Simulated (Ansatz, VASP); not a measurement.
Nb2WSe5: VASP beside Ansatz

```
CELL_PARAMETERS angstrom
3.39123 0.00000 0.00000
-1.69561 2.93689 0.00000
0.00000 0.00000 18.32835
ATOMIC_POSITIONS crystal
Nb 0.33333 0.66667 0.59620
Nb 0.33333 0.66667 0.40380
W 0.00000 0.00000 0.00000
Se 0.33333 0.66667 0.90982
Se 0.33333 0.66667 0.09018
Se 0.00000 0.00000 0.50000
Se 0.00000 0.00000 0.68935
Se 0.00000 0.00000 0.31065
```

Alike in both runs: functional PBE; k mesh 12 × 12 × 2; occupations gaussian, width 0.1 eV; no spin polarisation.

Ansatz relaxed the structure, and its values are those at the end. VASP's run is a single point on that final structure, the one shown.

|  | VASP | Ansatz |
| --- | --- | --- |
| version | VASP 6.6.1 | Ansatz 0.2.0 |
| potentials or method | VASP PAW PBE potentials, release 64 (Nb_sv, W_sv, Se), cutoff 520 eV | scalar-relativistic, plane waves, PAW |
| valence electrons in the cell | 70 | 120 |

```csv
,VASP,Ansatz,Ansatz less VASP
gap on the k mesh at the Fermi level (eV),none,none,-
pressure (GPa),0.1,0.0,-0.06
rms of the force components (eV/Å),0.012,0.000,-0.0114
```

A gap of «none» marks a metal or a gap that the smearing closes. The functional is the same, so the differences come from potentials, cutoffs and numerics. VASP's potentials hold 70 valence electrons a cell and Ansatz's 120, so a difference there can come from the potentials and not from the codes.

Neither program's run includes spin-orbit coupling.
